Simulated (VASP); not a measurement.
# SnSe (Fm-3m) in VASP: further runs, part 2 of 2

VASP 6.6.1. Earlier steps stand in the parts before.

## 3. Electric field gradients, PBE (volume scaled by 1.02)

Input file INCAR:

```
SYSTEM = SnSe
PREC = Accurate
ENCUT = 520
EDIFF = 1E-8
ISMEAR = -1
SIGMA = 0.02
LREAL = .False.
LASPH = .True.
NELM = 100
ALGO = Normal
ISIF = 2
LWAVE = .False.
LCHARG = .False.
GGA = PE
LEFG = .True.
NBANDS = 17
```

Input file KPOINTS:

```
regular mesh
0
Gamma
  9 9 9
  0 0 0
```

Input file POSCAR:

```
SnSe
1.0
    0.0000000000      3.0299343558      3.0299343558
    3.0299343558      0.0000000000      3.0299343558
    3.0299343558      3.0299343558      0.0000000000
Sn Se
1 1
Direct
    0.0000000000      0.0000000000      0.0000000000
    0.5000000000      0.5000000000      0.5000000000
```

Potentials or basis: VASP PAW PBE potentials, release 64 (Sn_d, Se).

The run is started by

```bash
> cat potpaw_PBE.64/Sn_d/POTCAR potpaw_PBE.64/Se/POTCAR > POTCAR
> mpirun -np 1 vasp_std > vasp.out
```

OUTCAR:

```text
SYSTEM = SnSe
   PREC = Accurate
   ENCUT = 520
   EDIFF = 1E-8
   ISMEAR = -1
   LREAL = .False.
   LASPH = .True.
   NELM = 100
   ISIF = 2
   GGA = PE

 ion  position               nearest neighbor table
   1  0.000  0.000  0.000-   2 3.03   2 3.03   2 3.03   2 3.03   2 3.03   2 3.03
   2  0.500  0.500  0.500-   1 3.03   1 3.03   1 3.03   1 3.03   1 3.03   1 3.03

  LATTYP: Found a face centered cubic cell.
 ALAT       =     6.0598687116

  Lattice vectors:

 A1 = (   0.0000000000,   3.0299343558,   3.0299343558)
 A2 = (   3.0299343558,   0.0000000000,   3.0299343558)
 A3 = (   3.0299343558,   3.0299343558,   0.0000000000)

Analysis of symmetry for initial positions (statically):
=====================================================================
 Subroutine PRICEL returns:
 Original cell was already a primitive cell.

 Routine SETGRP: Setting up the symmetry group for a
 face centered cubic supercell.

[... 668 lines left out ...]
      direct lattice vectors                 reciprocal lattice vectors
     0.000000000  3.029934356  3.029934356    -0.165020077  0.165020077  0.165020077
     3.029934356  0.000000000  3.029934356     0.165020077 -0.165020077  0.165020077
     3.029934356  3.029934356  0.000000000     0.165020077  0.165020077 -0.165020077

 POSITION                                       TOTAL-FORCE (eV/Angst)
 -----------------------------------------------------------------------------------
      0.00000      0.00000      0.00000         0.000000     -0.000000     -0.000000
      3.02993      3.02993      3.02993        -0.000000      0.000000      0.000000
 -----------------------------------------------------------------------------------
    total drift:                                0.000000     -0.000000     -0.000000

  FREE ENERGIE OF THE ION-ELECTRON SYSTEM (eV)
  ---------------------------------------------------
  free  energy   TOTEN  =        -8.2179369523 eV

  energy  without entropy=       -8.2179369494  energy(sigma->0) =       -8.21793695

 Electric field gradients (V/A^2)
---------------------------------------------------------------------
 ion       V_xx      V_yy      V_zz      V_xy      V_xz      V_yz
---------------------------------------------------------------------
   1      -0.000    -0.000    -0.000     0.001     0.001     0.001
   2      -0.000     0.000     0.000     0.000     0.000     0.000
---------------------------------------------------------------------

 Electric field gradients after diagonalization (V/A^2)
 (convention: |V_zz| > |V_xx| > |V_yy|)
----------------------------------------------------------------------
 ion       V_xx      V_yy      V_zz     asymmetry (V_yy - V_xx)/ V_zz
----------------------------------------------------------------------
   1      -0.001    -0.001     0.002       0.000
   2      -0.000    -0.000     0.000       0.000
----------------------------------------------------------------------

           NMR quadrupolar parameters

 Cq : quadrupolar parameter    Cq=e*Q*V_zz/h
 eta: asymmetry parameters     (V_yy - V_xx)/ V_zz
 Q  : nuclear electric quadrupole moment in mb (millibarn)
----------------------------------------------------------------------
 ion       Cq(MHz)       eta       Q (mb)
----------------------------------------------------------------------
   1       0.000       0.000       1.000
   2       0.000       0.000       1.000
----------------------------------------------------------------------
```

OSZICAR:

```text
N       E                     dE             d eps       ncg     rms          rms(c)
DAV:   1     0.133157027250E+03    0.13316E+03   -0.97917E+03  1190   0.145E+03
DAV:   2     0.470481576629E+01   -0.12845E+03   -0.12488E+03  1266   0.348E+02
DAV:   3    -0.808267878616E+01   -0.12787E+02   -0.12697E+02  1435   0.950E+01
DAV:   4    -0.840707297052E+01   -0.32439E+00   -0.32413E+00  1442   0.159E+01
DAV:   5    -0.841558896371E+01   -0.85160E-02   -0.85157E-02  1693   0.256E+00    0.298E+00
DAV:   6    -0.821657064103E+01    0.19902E+00   -0.49993E-01  1681   0.397E+00    0.174E+00
DAV:   7    -0.821568842985E+01    0.88221E-03   -0.84767E-02  1379   0.128E+00    0.898E-01
DAV:   8    -0.821811384646E+01   -0.24254E-02   -0.95701E-03  1450   0.856E-01    0.135E-01
DAV:   9    -0.821784404817E+01    0.26980E-03   -0.15764E-03  1672   0.312E-01    0.561E-02
DAV:  10    -0.821793044197E+01   -0.86394E-04   -0.19585E-04  1358   0.789E-02    0.126E-02
DAV:  11    -0.821793664683E+01   -0.62049E-05   -0.17252E-05  1593   0.367E-02    0.251E-03
DAV:  12    -0.821793703376E+01   -0.38693E-06   -0.13777E-06  1483   0.117E-02    0.127E-03
DAV:  13    -0.821793698272E+01    0.51044E-07   -0.86697E-08  1423   0.243E-03    0.520E-04
DAV:  14    -0.821793693271E+01    0.50011E-07   -0.37795E-08  1345   0.162E-03    0.706E-05
DAV:  15    -0.821793694755E+01   -0.14846E-07   -0.12872E-09   942   0.330E-04    0.466E-05
DAV:  16    -0.821793695228E+01   -0.47289E-08   -0.15182E-10   724   0.137E-04
   1 F= -.82179370E+01 E0= -.82179370E+01  d E =-.283734E-08
```

Wall time 15 s (1 thread of Intel Xeon 6975P-C (Granite Rapids), shared host); peak memory 0.19 GiB.

What came out:

* Free energy: -8.2179 eV
* Pressure: 0.0 GPa

Caveat: this odd mesh misses L, where the gap lies, so gap, dielectric constants and Born charges aren't listed; without QUAD_EFG the Cq values of the log hold for a quadrupole moment of 1 mb, not for the nuclei; spin-orbit coupling is left out, which moves the levels of the heavy elements.

## 4. Electric field gradients, PBE (volume scaled by 1.04)

Input file INCAR:

```
SYSTEM = SnSe
  ALGO = Normal
  EDIFF = 1E-8
  ENCUT = 520
  GGA = PE
  ISIF = 2
  ISMEAR = -1
  LASPH = .True.
  LCHARG = .False.
  LEFG = .True.
  LREAL = .False.
  LWAVE = .False.
  NBANDS = 17
  NELM = 80
  PREC = Accurate
  SIGMA = 0.02
```

Input file KPOINTS:

```
k-points
0
Gamma
  9 9 9
  0 0 0
```

Input file POSCAR:

```
SnSe
1.0
    0.0000000000      3.0496098055      3.0496098055
    3.0496098055      0.0000000000      3.0496098055
    3.0496098055      3.0496098055      0.0000000000
Sn Se
1 1
Direct
    0.0000000000      0.0000000000      0.0000000000
    0.5000000000      0.5000000000      0.5000000000
```

Potentials or basis: VASP PAW PBE potentials, release 64 (Sn_d, Se).

The run is started by

```bash
> cat potpaw_PBE.64/Sn_d/POTCAR potpaw_PBE.64/Se/POTCAR > POTCAR
> mpirun -np 1 vasp_std > vasp.out
```

OUTCAR:

```text
SYSTEM = SnSe
   EDIFF = 1E-8
   ENCUT = 520
   GGA = PE
   ISIF = 2
   ISMEAR = -1
   LASPH = .True.
   LREAL = .False.
   NELM = 80
   PREC = Accurate

 ion  position               nearest neighbor table
   1  0.000  0.000  0.000-   2 3.05   2 3.05   2 3.05   2 3.05   2 3.05   2 3.05
   2  0.500  0.500  0.500-   1 3.05   1 3.05   1 3.05   1 3.05   1 3.05   1 3.05

  LATTYP: Found a face centered cubic cell.
 ALAT       =     6.0992196110

  Lattice vectors:

 A1 = (   0.0000000000,   3.0496098055,   3.0496098055)
[... 692 lines left out ...]
  ---------------------------------------------------
  free  energy   TOTEN  =        -8.2151575705 eV

  energy  without entropy=       -8.2151575690  energy(sigma->0) =       -8.21515757

 Electric field gradients (V/A^2)
---------------------------------------------------------------------
 ion       V_xx      V_yy      V_zz      V_xy      V_xz      V_yz
---------------------------------------------------------------------
   1      -0.000     0.000    -0.000     0.000     0.000     0.000
   2      -0.000     0.000    -0.000     0.000     0.000     0.000
---------------------------------------------------------------------

 Electric field gradients after diagonalization (V/A^2)
 (convention: |V_zz| > |V_xx| > |V_yy|)
----------------------------------------------------------------------
 ion       V_xx      V_yy      V_zz     asymmetry (V_yy - V_xx)/ V_zz
----------------------------------------------------------------------
   1      -0.000    -0.000     0.000       0.000
   2      -0.000    -0.000     0.000       0.000
----------------------------------------------------------------------

           NMR quadrupolar parameters

 Cq : quadrupolar parameter    Cq=e*Q*V_zz/h
 eta: asymmetry parameters     (V_yy - V_xx)/ V_zz
 Q  : nuclear electric quadrupole moment in mb (millibarn)
----------------------------------------------------------------------
 ion       Cq(MHz)       eta       Q (mb)
----------------------------------------------------------------------
   1       0.000       0.000       1.000
   2       0.000       0.000       1.000
----------------------------------------------------------------------
```

stdout:

```text
POSCAR found type information on POSCAR SnSe
 POSCAR found :  2 types and       2 ions
 scaLAPACK will be used
 LDA part: xc-table for (Slater+PW92), standard interpolation
 POSCAR, INCAR and KPOINTS ok, starting setup
 FFT: planning ... GRIDC
 FFT: planning ... GRID_SOFT
 FFT: planning ... GRID
 WAVECAR not read
 entering main loop
ion   1

ion   2
```

It took 13 s on 1 thread of Intel Xeon 6975P-C (Granite Rapids), shared host; peak memory 0.19 GiB.

What came out:

- Free energy: -8.2152 eV
- Pressure: -0.9 GPa

Levels at points of the mesh, in eV from the Fermi level:
```
           k point  band 6  band 7  band 8  band 9  band 10  band 11  band 12  band 13  band 14  band 15
(0.00, 0.00, 0.00)  -13.82   -5.40   -2.29   -2.29    -2.29     3.95     3.95     3.95     5.70     5.70
```

Caveat: this odd mesh misses L, where the gap lies, so gap, dielectric constants and Born charges aren't listed; without QUAD_EFG the Cq values of the log hold for a quadrupole moment of 1 mb, not for the nuclei; spin-orbit coupling is left out, which moves the levels of the heavy elements.
